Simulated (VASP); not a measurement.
# B (Pnnm) in VASP: single point with PBE

Aim: the single point of B with PBE.

Program: VASP 6.6.1. These are calculated values, not measurements. Logs are shortened: lines on timing, memory, paths and dates and some standing lists are left out, and cuts for length are marked.

## (1) The cell of the first run

Symmetry: Pnnm, No. 58, orthorhombic system. Conventional cell: a = 5.041 Å, b = 5.608 Å, c = 6.924 Å, α = 90.00°, β = 90.00°, γ = 90.00°. B (site symmetry 1) has 7 B at 1.76 to 2.06 Å within 2.3 Å. B (site symmetry m) has 6 B at 1.67 to 1.81 Å within 2.2 Å. Within 2.2 Å of B (site symmetry m) lie 6 B at 1.66 to 1.78 Å. Within 2.3 Å of B (site symmetry 1) lie 7 B at 1.74 to 1.90 Å. Within 2.2 Å of B (site symmetry m) lie 6 B at 1.67 to 2.06 Å.

## (2) Single point, PBE

INCAR reads:

```
ALGO = Normal
EDIFF = 1E-6
ENCUT = 520
GGA = PE
ISIF = 2
ISMEAR = 0
LASPH = True
LCHARG = False
LREAL = Auto
LWAVE = False
NBANDS = 62
NELM = 80
PREC = Accurate
SIGMA = 0.02
```

KPOINTS reads:

```
k-points
0
Gamma
  6 6 4
```

POSCAR reads:

```
B
1.0
    5.0405978582      0.0000000000      0.0000000000
    0.0000000000      5.6081683693      0.0000000000
    0.0000000000      0.0000000000      6.9236257140
B
28
Direct
    0.6528536502      0.9073764407      0.2909945179
    0.3471463498      0.0926235593      0.2909945179
    0.1528536502      0.5926235593      0.2090054821
    0.8471463498      0.4073764407      0.2090054821
    0.3471463498      0.0926235593      0.7090054821
    0.6528536502      0.9073764407      0.7090054821
    0.8471463498      0.4073764407      0.7909945179
    0.1528536502      0.5926235593      0.7909945179
    0.1479223526      0.7712170183      0.0000000000
    0.8520776474      0.2287829817      0.0000000000
    0.6479223526      0.7287829817      0.5000000000
    0.3520776474      0.2712170183      0.5000000000
    0.8356372350      0.9919419226      0.5000000000
    0.1643627650      0.0080580774      0.5000000000
    0.3356372350      0.5080580774      0.0000000000
    0.6643627650      0.4919419226      0.0000000000
    0.3393965561      0.7810920048      0.3743360464
    0.6606034439      0.2189079952      0.3743360464
    0.8393965561      0.7189079952      0.1256639536
    0.1606034439      0.2810920048      0.1256639536
    0.6606034439      0.2189079952      0.6256639536
    0.3393965561      0.7810920048      0.6256639536
    0.1606034439      0.2810920048      0.8743360464
    0.8393965561      0.7189079952      0.8743360464
    0.1701487794      0.5206504840      0.5000000000
    0.8298512206      0.4793495160      0.5000000000
    0.6701487794      0.9793495160      0.0000000000
    0.3298512206      0.0206504840      0.0000000000
```

Potentials or basis: VASP PAW PBE potentials, release 64 (B).

Command:

```sh
> cat potpaw_PBE.64/B/POTCAR > POTCAR
> mpirun -np 1 vasp_std > vasp.out
```

OUTCAR:

```text
EDIFF = 1E-6
   ENCUT = 520
   GGA = PE
   ISIF = 2
   ISMEAR = 0
   LASPH = True
   LREAL = Auto
   NELM = 80
   PREC = Accurate

 ion  position               nearest neighbor table
   1  0.653  0.907  0.291-  11 1.76  13 1.78  19 1.82  17 1.83  18 1.84   2 1.86  27 2.06
   2  0.347  0.093  0.291-  12 1.76  14 1.78  20 1.82  18 1.83  17 1.84   1 1.86  28 2.06
   3  0.153  0.593  0.209-   9 1.76  15 1.78  17 1.82  19 1.83  20 1.84   4 1.86  25 2.06
   4  0.847  0.407  0.209-  10 1.76  16 1.78  18 1.82  20 1.83  19 1.84   3 1.86  26 2.06
   5  0.347  0.093  0.709-  12 1.76  14 1.78  23 1.82  21 1.83  22 1.84   6 1.86  28 2.06
   6  0.653  0.907  0.709-  11 1.76  13 1.78  24 1.82  22 1.83  21 1.84   5 1.86  27 2.06
   7  0.847  0.407  0.791-  10 1.76  16 1.78  21 1.82  23 1.83  24 1.84   8 1.86  26 2.06
   8  0.153  0.593  0.791-   9 1.76  15 1.78  22 1.82  24 1.83  23 1.84   7 1.86  25 2.06
   9  0.148  0.771  0.000-  28 1.67  15 1.75   3 1.76   8 1.76  24 1.81  19 1.81
  10  0.852  0.229  0.000-  27 1.67  16 1.75   4 1.76   7 1.76  23 1.81  20 1.81
  11  0.648  0.729  0.500-  26 1.67  13 1.75   1 1.76   6 1.76  22 1.81  17 1.81
  12  0.352  0.271  0.500-  25 1.67  14 1.75   2 1.76   5 1.76  21 1.81  18 1.81
  13  0.836  0.992  0.500-  14 1.66  11 1.75  18 1.78  21 1.78   1 1.78   6 1.78
  14  0.164  0.008  0.500-  13 1.66  12 1.75  17 1.78  22 1.78   2 1.78   5 1.78
  15  0.336  0.508  0.000-  16 1.66   9 1.75  20 1.78  23 1.78   3 1.78   8 1.78
  16  0.664  0.492  0.000-  15 1.66  10 1.75  19 1.78  24 1.78   4 1.78   7 1.78
  17  0.339  0.781  0.374-  22 1.74  14 1.78  11 1.81   3 1.82   1 1.83   2 1.84  25 1.90
  18  0.661  0.219  0.374-  21 1.74  13 1.78  12 1.81   4 1.82   2 1.83   1 1.84  26 1.90
  19  0.839  0.719  0.126-  24 1.74  16 1.78   9 1.81   1 1.82   3 1.83   4 1.84  27 1.90
  20  0.161  0.281  0.126-  23 1.74  15 1.78  10 1.81   2 1.82   4 1.83   3 1.84  28 1.90
  21  0.661  0.219  0.626-  18 1.74  13 1.78  12 1.81   7 1.82   5 1.83   6 1.84  26 1.90
  22  0.339  0.781  0.626-  17 1.74  14 1.78  11 1.81   8 1.82   6 1.83   5 1.84  25 1.90
  23  0.161  0.281  0.874-  20 1.74  15 1.78  10 1.81   5 1.82   7 1.83   8 1.84  28 1.90
  24  0.839  0.719  0.874-  19 1.74  16 1.78   9 1.81   6 1.82   8 1.83   7 1.84  27 1.90
  25  0.170  0.521  0.500-  12 1.67  26 1.73  22 1.90  17 1.90   3 2.06   8 2.06
  26  0.830  0.479  0.500-  11 1.67  25 1.73  21 1.90  18 1.90   4 2.06   7 2.06
  27  0.670  0.979  0.000-  10 1.67  28 1.73  24 1.90  19 1.90   1 2.06   6 2.06
  28  0.330  0.021  0.000-   9 1.67  27 1.73  23 1.90  20 1.90   2 2.06   5 2.06

  LATTYP: Found a simple orthorhombic cell.
 ALAT       =     5.0405978582
 B/A-ratio  =     1.1125998398
 C/A-ratio  =     1.3735723239

  Lattice vectors:

 A1 = (   5.0405978582,   0.0000000000,   0.0000000000)
 A2 = (   0.0000000000,   5.6081683693,   0.0000000000)
 A3 = (   0.0000000000,   0.0000000000,   6.9236257140)

Analysis of symmetry for initial positions (statically):
=====================================================================
 Subroutine PRICEL returns:
 Original cell was already a primitive cell.

 Routine SETGRP: Setting up the symmetry group for a
 simple orthorhombic supercell.

 Subroutine GETGRP returns: Found  8 space group operations
 (whereof  4 operations were pure point group operations)
 out of a pool of  8 trial point group operations.

The static configuration has the point symmetry C_2h.
 The point group associated with its full space group is D_2h.

Analysis of symmetry for dynamics (positions and initial velocities):
=====================================================================
 Subroutine PRICEL returns:
 Original cell was already a primitive cell.

 Routine SETGRP: Setting up the symmetry group for a
 simple orthorhombic supercell.

 Subroutine GETGRP returns: Found  8 space group operations
 (whereof  4 operations were pure point group operations)
 out of a pool of  8 trial point group operations.

The dynamic configuration has the point symmetry C_2h.
 The point group associated with its full space group is D_2h.

 Subroutine INISYM returns: Found  8 space group operations
 (whereof  4 operations are pure point group operations),
 and found     1 'primitive' translations

----------------------------------------------------------------------------------------

                                     Primitive cell

  volume of cell :     195.7207

  direct lattice vectors                    reciprocal lattice vectors
     5.040597858  0.000000000  0.000000000     0.198389165  0.000000000  0.000000000
     0.000000000  5.608168369  0.000000000     0.000000000  0.178311337  0.000000000
     0.000000000  0.000000000  6.923625714     0.000000000  0.000000000  0.144432995

  length of vectors
[... 76 lines left out ...]
     0.000000000  0.000000000  0.036108249     0.000000000  0.000000000  0.250000000

  Length of vectors
     0.033064861  0.029718556  0.036108249

  Shift w.r.t. Gamma in fractional coordinates (k-lattice)
     0.000000000  0.000000000  0.000000000

 Subroutine IBZKPT returns following result:
 ===========================================

 Found     48 irreducible k-points:

 Following reciprocal coordinates:
            Coordinates               Weight
  0.000000  0.000000  0.000000      1.000000
  0.166667  0.000000  0.000000      2.000000
  0.333333  0.000000  0.000000      2.000000
  0.500000  0.000000  0.000000      1.000000
  0.000000  0.166667  0.000000      2.000000
  0.166667  0.166667  0.000000      4.000000
[... 16 lines left out ...]
  0.333333  0.166667  0.250000      8.000000
  0.500000  0.166667  0.250000      4.000000
 [... further k-points ...]
   k-points           NKPTS =     48   k-points in BZ     NKDIM =     48   number of bands    NBANDS=     62
   number of dos      NEDOS =    301   number of ions     NIONS =     28
   total plane-waves  NPLWV =  90720
   dimension x,y,z NGX =    40 NGY =   42 NGZ =   54
   dimension x,y,z NGXF=    80 NGYF=   84 NGZF=  108
   ions per type =              28
   NGX,Y,Z   is equivalent  to a cutoff of  13.19, 12.45, 12.97 a.u.
   NGXF,Y,Z  is equivalent  to a cutoff of  26.39, 24.90, 25.93 a.u.
 SYSTEM =  unknown system
   PREC   = accura    normal or accurate (medium, high low for compatibility)
   ISTART =      0    job   : 0-new  1-cont  2-samecut
   ICHARG =      2    charge: 1-file 2-atom 10-const
   ISPIN  =      1    spin polarized calculation?
   LNONCOLLINEAR =      F non collinear calculations
   LSORBIT =      F    spin-orbit coupling
   LASPH  =      T    aspherical Exc in radial PAW
   ENCUT  =  520.0 eV  38.22 Ry    6.18 a.u.   9.37 10.43 12.87*2*pi/ulx,y,z
   NELM   =     80;   NELMIN=  2; NELMDL= -5     # of ELM steps
   EDIFF  = 0.1E-05   stopping-criterion for ELM
   LREAL  =      T    real-space projection
   EDIFFG = 0.1E-04   stopping-criterion for IOM
   NSW    =      0    number of steps for IOM
   IBRION =     -1    ionic relax: 0-MD 1-quasi-New 2-CG
   NFREE  =      0    steps in history (QN), initial steepest desc. (CG)
   ISIF   =      2    stress and relaxation
   ISYM   =      2    0-nonsym 1-usesym 2-fastsym
   POTIM  = 0.5000    time-step for ionic-motion
   TEBEG  =    0.0;   TEEND  =   0.0 temperature during run
   PSTRESS=    0.0 pullay stress
   NELECT =      84.0000    total number of electrons
   NUPDOWN=      -1.0000    fix difference up-down
   EMIN   =  10.00;   EMAX   =-10.00  energy-range for DOS
   EFERMI =   0.00;   METHOD = LEGACY
   ISMEAR =     0;   SIGMA  =   0.02  broadening in eV -4-tet -1-fermi 0-gaus
   EFERMI_NEDOS =   21; number of points for ismear=-14 and -15
   IALGO  =     38    algorithm
   IMIX   =      4    mixing-type and parameters
     AMIX     =   0.40;   BMIX     =  1.00
     AMIX_MAG =   1.60;   BMIX_MAG =  1.00
  volume/ion in A,a.u.               =       6.99        47.17
  Fermi-wavevector in a.u.,A,eV,Ry     =   1.234873  2.333572 20.747685  1.524912
  Thomas-Fermi vector in A             =   2.369546
   LORBIT       =      0    0 simple, 1 ext, 2 COOP (PROOUT), +10 PAW based schemes
   GGA     = PE    functional components
   LHFCALC =     F    Hartree Fock is set to
   AEXX    =    0.0000 exact exchange contribution
   IVDW    =     0    specifies the selected vdW correction
   LEPSILON=     F    determine dielectric tensor
   LRPA    =     F    only Hartree local field effects (RPA)
 non-spin polarized calculation
 Gauss-broadening in eV      SIGMA  =   0.02
  energy-cutoff  :      520.00
  volume of cell :      195.72
 maximum number of plane-waves:      5322
 NGX is ok and might be reduce to    40
   NGX = 19   NGY = 21   NGZ = 25

 number of electron      84.0000000 magnetization

 Free energy of the ion-electron system (eV)
  ---------------------------------------------------
  ext. energy  EPLUGINS =         0.00000000
  ---------------------------------------------------
  free energy    TOTEN  =      -186.97075127 eV

  energy without entropy =     -186.97075127  energy(sigma->0) =     -186.97075127

 E-fermi :   6.1079     XC(G=0): -11.8205

 val. band max:        5.9920790413   @ k =   0.0000   0.0000   0.0000
 cond. band min:       7.5273661215   @ k =   0.1667   0.3333   0.5000
 fundamental gap:      1.5352870802
 Fermi energy:         6.1078746823

 k-point     1 :       0.0000    0.0000    0.0000
  band No.  band energies     occupation
      1      -9.8912      2.00000
      2      -8.7527      2.00000
      3      -6.4925      2.00000
      4      -6.1354      2.00000
      5      -5.6903      2.00000
      6      -5.4739      2.00000
[... 1357 lines left out ...]
     53      11.1978      0.00000
     54      11.1978      0.00000

 [... further k-points ...]

 [bands above 54 left out]

------------------------ aborting loop because EDIFF is reached ----------------------------------------

  FORCE on cell =-STRESS in cart. coord.  units (eV):
  Direction    XX          YY          ZZ          XY          YZ          ZX
  --------------------------------------------------------------------------------------
  -------------------------------------------------------------------------------------
  Total        0.0168548      0.0496060      0.0862920     -0.0000000      0.0000000      0.0000000
  in kB        0.1379738      0.4060764      0.7063899     -0.0000000      0.0000000      0.0000000
  external PRESSURE =       0.4168134 kB  Pullay stress =       0.0000000 kB

 VOLUME and BASIS-vectors are now :
 -----------------------------------------------------------------------------
  energy-cutoff  :      520.00
  volume of cell :      195.72
      direct lattice vectors                 reciprocal lattice vectors
     5.040597858  0.000000000  0.000000000     0.198389165  0.000000000  0.000000000
     0.000000000  5.608168369  0.000000000     0.000000000  0.178311337  0.000000000
     0.000000000  0.000000000  6.923625714     0.000000000  0.000000000  0.144432995

 POSITION                                       TOTAL-FORCE (eV/Angst)
 -----------------------------------------------------------------------------------
      3.29077      5.08872      2.01474         0.001332      0.001941     -0.008958
      1.74983      0.51945      2.01474        -0.001332     -0.001941     -0.008958
      0.77047      3.32353      1.44708         0.001332     -0.001941      0.008958
      4.27012      2.28464      1.44708        -0.001332      0.001941      0.008958
      1.74983      0.51945      4.90889        -0.001332     -0.001941      0.008958
      3.29077      5.08872      4.90889         0.001332      0.001941      0.008958
[... 20 lines left out ...]
      3.37795      5.49236      0.00000         0.004386     -0.006590      0.000000
      1.66265      0.11581      0.00000        -0.004386      0.006590      0.000000
 -----------------------------------------------------------------------------------
    total drift:                                0.000000      0.000000     -0.000000

  FREE ENERGIE OF THE ION-ELECTRON SYSTEM (eV)
  ---------------------------------------------------
  free  energy   TOTEN  =      -186.9707512719 eV

  energy  without entropy=     -186.9707512719  energy(sigma->0) =     -186.97075127
```

Wall time 17 min (1 thread of Intel Xeon 8259CL, shared host); peak memory 0.5 GiB.

Results:

```yaml
Free_energy: -186.9708 eV
Pressure: 0.0 GPa
Largest_force: 0.010 eV/Å
Band_gap_on_the_k_mesh: 1.54 eV (least direct gap 1.68 eV)
```

Forces in eV/Å, atoms in the order of the input:
```
B    0.001  0.002 -0.009
B   -0.001 -0.002 -0.009
B    0.001 -0.002  0.009
B   -0.001  0.002  0.009
B   -0.001 -0.002  0.009
B    0.001  0.002  0.009
B   -0.001  0.002 -0.009
B    0.001 -0.002 -0.009
B    0.003  0.008  0.000
B   -0.003 -0.008  0.000
B    0.003 -0.008  0.000
B   -0.003  0.008  0.000
B    0.009 -0.002  0.000
B   -0.009  0.002  0.000
B    0.009  0.002  0.000
B   -0.009 -0.002  0.000
B   -0.003 -0.006 -0.005
B    0.003  0.006 -0.005
B   -0.003  0.006  0.005
B    0.003 -0.006  0.005
B    0.003  0.006  0.005
B   -0.003 -0.006  0.005
B    0.003 -0.006 -0.005
B   -0.003  0.006 -0.005
B    0.004  0.007  0.000
B   -0.004 -0.007  0.000
B    0.004 -0.007  0.000
B   -0.004  0.007  0.000
```

A k mesh can miss the band edges.
